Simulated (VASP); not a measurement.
# GaCo (Pm-3m) in VASP: further runs, part 2 of 2

VASP 6.6.1.

### Step 4. Relaxation of cell and atoms, PBEsol, collinear spin, ferromagnetic start

Contents of INCAR:

```
SYSTEM = GaCo
ALGO = Normal ; EDIFF = 1E-6
EDIFFG = -0.005 ; ENCUT = 600
GGA = PS ; IBRION = 2
ISIF = 3 ; ISMEAR = 1
ISPIN = 2 ; LASPH = .True.
LCHARG = .False. ; LMAXMIX = 4
LORBIT = 11 ; LREAL = .False.
LWAVE = .False. ; MAGMOM = 0 2
NELM = 150 ; NSW = 100
PREC = Accurate ; SIGMA = 0.05
```

Contents of KPOINTS:

```
k-points
0
Gamma
  11 11 11
  0 0 0
```

Contents of POSCAR:

```
GaCo
1.0
    2.9158727642      0.0000000000      0.0000000000
    0.0000000000      2.9158727642      0.0000000000
    0.0000000000      0.0000000000      2.9158727642
Ga Co
1 1
Direct
    0.5000000000      0.5000000000      0.5000000000
    0.0000000000      0.0000000000      0.0000000000
```

Potentials or basis: VASP PAW PBE potentials, release 64 (Ga_d, Co).

Command:

```console
$ cat potpaw_PBE.64/Ga_d/POTCAR potpaw_PBE.64/Co/POTCAR > POTCAR
$ mpirun -np 1 vasp_std > vasp.out
```

OUTCAR:

```text
SYSTEM = GaCo
   EDIFF = 1E-6
   EDIFFG = -0.005
   ENCUT = 600
   GGA = PS
   IBRION = 2
   ISIF = 3
   ISMEAR = 1
   ISPIN = 2
   LASPH = .True.
   LORBIT = 11
   LREAL = .False.
   NELM = 150
   NSW = 100
   PREC = Accurate

 ion  position               nearest neighbor table
   1  0.500  0.500  0.500-   2 2.53   2 2.53   2 2.53   2 2.53   2 2.53   2 2.53   2 2.53   2 2.53

   2  0.000  0.000  0.000-   1 2.53   1 2.53   1 2.53   1 2.53   1 2.53   1 2.53   1 2.53   1 2.53

  LATTYP: Found a simple cubic cell.
 ALAT       =     2.9158727642

  Lattice vectors:

 A1 = (   2.9158727642,   0.0000000000,   0.0000000000)
 A2 = (   0.0000000000,   2.9158727642,   0.0000000000)
 A3 = (   0.0000000000,   0.0000000000,   2.9158727642)

Analysis of symmetry for initial positions (statically):
=====================================================================
 Subroutine PRICEL returns:
 Original cell was already a primitive cell.

 Routine SETGRP: Setting up the symmetry group for a
 simple cubic supercell.

 Subroutine GETGRP returns: Found 48 space group operations
 (whereof 48 operations were pure point group operations)
 out of a pool of 48 trial point group operations.

The static configuration has the point symmetry O_h .

Analysis of symmetry for dynamics (positions and initial velocities):
=====================================================================
 Subroutine PRICEL returns:
 Original cell was already a primitive cell.

 Routine SETGRP: Setting up the symmetry group for a
 simple cubic supercell.

 Subroutine GETGRP returns: Found 48 space group operations
 (whereof 48 operations were pure point group operations)
 out of a pool of 48 trial point group operations.

The dynamic configuration has the point symmetry O_h .

Analysis of structural, dynamic, and magnetic symmetry:
=====================================================================
 Subroutine PRICEL returns:
 Original cell was already a primitive cell.

 Routine SETGRP: Setting up the symmetry group for a
 simple cubic supercell.

 Subroutine GETGRP returns: Found 48 space group operations
 (whereof 48 operations were pure point group operations)
 out of a pool of 48 trial point group operations.

The overall configuration has the point symmetry O_h .

 Subroutine INISYM returns: Found 48 space group operations
 (whereof 48 operations are pure point group operations),
 and found     1 'primitive' translations

----------------------------------------------------------------------------------------

                                     Primitive cell

  volume of cell :      24.7917

  direct lattice vectors                    reciprocal lattice vectors
     2.915872764  0.000000000  0.000000000     0.342950492  0.000000000  0.000000000
     0.000000000  2.915872764  0.000000000     0.000000000  0.342950492  0.000000000
     0.000000000  0.000000000  2.915872764     0.000000000  0.000000000  0.342950492

  length of vectors
     2.915872764  2.915872764  2.915872764     0.342950492  0.342950492  0.342950492

  position of ions in fractional coordinates (direct lattice)
     0.500000000  0.500000000  0.500000000
     0.000000000  0.000000000  0.000000000

  ion indices of the primitive-cell ions
   primitive index   ion index
                 1           1
                 2           2

[... 27 lines left out ...]
            Coordinates               Weight
  0.000000  0.000000  0.000000      1.000000
  0.090909  0.000000  0.000000      6.000000
  0.181818  0.000000  0.000000      6.000000
  0.272727  0.000000  0.000000      6.000000
  0.363636  0.000000  0.000000      6.000000
  0.454545  0.000000  0.000000      6.000000
[... 16 lines left out ...]
  0.181818  0.090909  0.090909     24.000000
  0.272727  0.090909  0.090909     24.000000
 [... further k-points ...]
   k-points           NKPTS =     56   k-points in BZ     NKDIM =     56   number of bands    NBANDS=     16
   number of dos      NEDOS =    301   number of ions     NIONS =      2
   total plane-waves  NPLWV =  13824
   dimension x,y,z NGX =    24 NGY =   24 NGZ =   24
   dimension x,y,z NGXF=    48 NGYF=   48 NGZF=   48
   ions per type =               1   1
   NGX,Y,Z   is equivalent  to a cutoff of  13.68, 13.68, 13.68 a.u.
   NGXF,Y,Z  is equivalent  to a cutoff of  27.37, 27.37, 27.37 a.u.
 SYSTEM =  GaCo
   PREC   = accura    normal or accurate (medium, high low for compatibility)
   ISTART =      0    job   : 0-new  1-cont  2-samecut
   ICHARG =      2    charge: 1-file 2-atom 10-const
   ISPIN  =      2    spin polarized calculation?
   LNONCOLLINEAR =      F non collinear calculations
   LSORBIT =      F    spin-orbit coupling
   LASPH  =      T    aspherical Exc in radial PAW
   ENCUT  =  600.0 eV  44.10 Ry    6.64 a.u.   5.82  5.82  5.82*2*pi/ulx,y,z
   NELM   =    150;   NELMIN=  2; NELMDL= -5     # of ELM steps
   EDIFF  = 0.1E-05   stopping-criterion for ELM
   LREAL  =      F    real-space projection
   EDIFFG = -.5E-02   stopping-criterion for IOM
   NSW    =    100    number of steps for IOM
   IBRION =      2    ionic relax: 0-MD 1-quasi-New 2-CG
   NFREE  =      1    steps in history (QN), initial steepest desc. (CG)
   ISIF   =      3    stress and relaxation
   ISYM   =      2    0-nonsym 1-usesym 2-fastsym
   POTIM  = 0.5000    time-step for ionic-motion
   TEBEG  =    0.0;   TEEND  =   0.0 temperature during run
   PSTRESS=    0.0 pullay stress
   NELECT =      22.0000    total number of electrons
   NUPDOWN=      -1.0000    fix difference up-down
   EMIN   =  10.00;   EMAX   =-10.00  energy-range for DOS
   EFERMI =   0.00;   METHOD = LEGACY
   ISMEAR =     1;   SIGMA  =   0.05  broadening in eV -4-tet -1-fermi 0-gaus
   EFERMI_NEDOS =   21; number of points for ismear=-14 and -15
   IALGO  =     38    algorithm
   IMIX   =      4    mixing-type and parameters
     AMIX     =   0.40;   BMIX     =  1.00
     AMIX_MAG =   1.60;   BMIX_MAG =  1.00
  volume/ion in A,a.u.               =      12.40        83.65
  Fermi-wavevector in a.u.,A,eV,Ry     =   1.573188  2.972893 33.673316  2.474919
  Thomas-Fermi vector in A             =   2.674509
   LORBIT       =     11    0 simple, 1 ext, 2 COOP (PROOUT), +10 PAW based schemes
   GGA     = PS    functional components
   LHFCALC =     F    Hartree Fock is set to
   AEXX    =    0.0000 exact exchange contribution
   IVDW    =     0    specifies the selected vdW correction
   LEPSILON=     F    determine dielectric tensor
   LRPA    =     F    only Hartree local field effects (RPA)
 conjugate gradient relaxation of ions
 spin polarized calculation
 Methfessel and Paxton  Order N= 1 SIGMA  =   0.05
  energy-cutoff  :      600.00
  volume of cell :       24.79
 maximum number of plane-waves:       846
 NGX is ok and might be reduce to    24
   NGX = 11   NGY = 11   NGZ = 11

--------------------------------------- Ionic step        1  -------------------------------------------

 number of electron      22.0000008 magnetization       0.0775787

 Free energy of the ion-electron system (eV)
  ---------------------------------------------------
  ext. energy  EPLUGINS =         0.00000000
  ---------------------------------------------------
  free energy    TOTEN  =       -11.69083942 eV

  energy without entropy =      -11.69104409  energy(sigma->0) =      -11.69090764

 E-fermi :   9.0965     XC(G=0): -13.1211

 val. band max:        9.0954039165   @ k =   0.4545   0.2727   0.0000
 cond. band min:       9.0988028190   @ k =   0.4545   0.3636   0.0000
 fundamental gap:      0.0033989025
 Fermi energy:         9.0965294333

 spin component 1

 k-point     1 :       0.0000    0.0000    0.0000
  band No.  band energies     occupation
      1      -5.9371      1.00000
      2      -5.9371      1.00000
      3      -5.6245      1.00000
      4      -5.6245      1.00000
      5      -5.6245      1.00000
      6      -2.6826      1.00000
[... 1124 lines left out ...]
--------------------------------------- Ionic step        7  -------------------------------------------

 number of electron      21.9999997 magnetization       0.0003615

 Free energy of the ion-electron system (eV)
  ---------------------------------------------------
  ext. energy  EPLUGINS =         0.00000000
  ---------------------------------------------------
  free energy    TOTEN  =       -11.77447694 eV

  energy without entropy =      -11.77441762  energy(sigma->0) =      -11.77445717

 E-fermi :  10.1814     XC(G=0): -13.5833

 val. band max:       10.0961092163   @ k =   0.4545   0.3636   0.0000
 cond. band min:      10.1849142210   @ k =   0.4545   0.3636   0.0909
 fundamental gap:      0.0888050047
 Fermi energy:        10.1813665988

 spin component 1

 k-point     1 :       0.0000    0.0000    0.0000
  band No.  band energies     occupation
      1      -5.0184      1.00000
      2      -5.0184      1.00000
      3      -4.6282      1.00000
      4      -4.6282      1.00000
      5      -4.6282      1.00000
      6      -2.2770      1.00000
[... 936 lines left out ...]
  FREE ENERGIE OF THE ION-ELECTRON SYSTEM (eV)
  ---------------------------------------------------
  free  energy   TOTEN  =       -11.7744769443 eV

  energy  without entropy=      -11.7744176174  energy(sigma->0) =      -11.77445717

 reached required accuracy - stopping structural energy minimisation

 total charge

# of ion       s       p       d       tot
------------------------------------------
    1        0.854   0.929  10.069  11.852
    2        0.401   0.487   7.540   8.428
--------------------------------------------------
tot          1.255   1.417  17.609  20.280

 magnetization (x)

# of ion       s       p       d       tot
------------------------------------------
    1       -0.000  -0.000  -0.000  -0.000
    2       -0.000  -0.000   0.000   0.000
--------------------------------------------------
tot         -0.000  -0.000   0.000   0.000
```

CONTCAR:

```text
GaCo
   1.00000000000000
     2.8402198945665047    0.0000000000000000   -0.0000000000000000
     0.0000000000000000    2.8402198945665047    0.0000000000000000
     0.0000000000000000    0.0000000000000000    2.8402198945665047
  Ga              Co
     1     1
Direct
     0.5000000000000000    0.5000000000000000    0.5000000000000000
     0.0000000000000000    0.0000000000000000    1.0000000000000000

  0.00000000E+00  0.00000000E+00  0.00000000E+00
  0.00000000E+00  0.00000000E+00  0.00000000E+00
```

Run time: 3.5 min. Hardware: 1 thread of AMD EPYC 9R45 (Zen 5), shared host; peak memory 0.16 GiB.

What came out:

```
Free energy                                           : -11.7745 eV
Relaxed volume                                        : 11.46 Å³/atom
Relaxed cell                                          : a = 2.840 Å, b = 2.840 Å, c = 2.840 Å, α = 90.00°, β = 90.00°, γ = 90.00°
Space group after relaxing (to 0.05 Å)                : Pm-3m (No. 221)
Energy gained by relaxing                             : 41.8 meV/atom
Ionic steps                                           : 7
Pressure after relaxing                               : 0.0 GPa
Band gap on the k mesh                                : zero (filled and empty bands overlap)
Net moment                                            : 0.00 μB per cell
Valence electrons inside the program's atomic spheres : Ga 11.85; Co 8.43
```

Step by step:
```
step  energy change (eV)  largest force (eV/Å)  pressure (GPa)  volume (Å³)
   1              0.0000                0.0000          -14.78        24.79
   2              0.0469                0.0000           22.61        20.91
   3             -0.0835                0.0000           -0.62        22.99
   4             -0.0836                0.0000           -0.11        22.93
   5             -0.0836                0.0000            0.20        22.89
   6             -0.0836                0.0000           -0.20        22.93
   7             -0.0836                0.0000            0.00        22.91
```

Final structure:
```
CELL_PARAMETERS angstrom
2.84022 0.00000 0.00000
0.00000 2.84022 0.00000
0.00000 0.00000 2.84022
ATOMIC_POSITIONS crystal
Ga 0.50000 0.50000 0.50000
Co 0.00000 0.00000 0.00000
```

Levels at points of the mesh, in eV from the Fermi level:
Spin up:
| k point | band 8 | band 9 | band 10 | band 11 | band 12 | band 13 | band 14 | band 15 |
| --- | --- | --- | --- | --- | --- | --- | --- | --- |
| (0.00, 0.00, 0.00) | -2.74 | -0.79 | -0.79 | -0.79 | 5.29 | 5.29 | 5.29 | 11.31 |
Spin down:
```tsv
k point	band 8	band 9	band 10	band 11	band 12	band 13	band 14	band 15
(0.00, 0.00, 0.00)	-2.74	-0.78	-0.78	-0.78	5.29	5.29	5.29	11.31
```

Caveat: the starting moments collapsed, and a magnetic state may lie lower; the PAW data sets were made with another functional, which shifts forces and pressure a little.
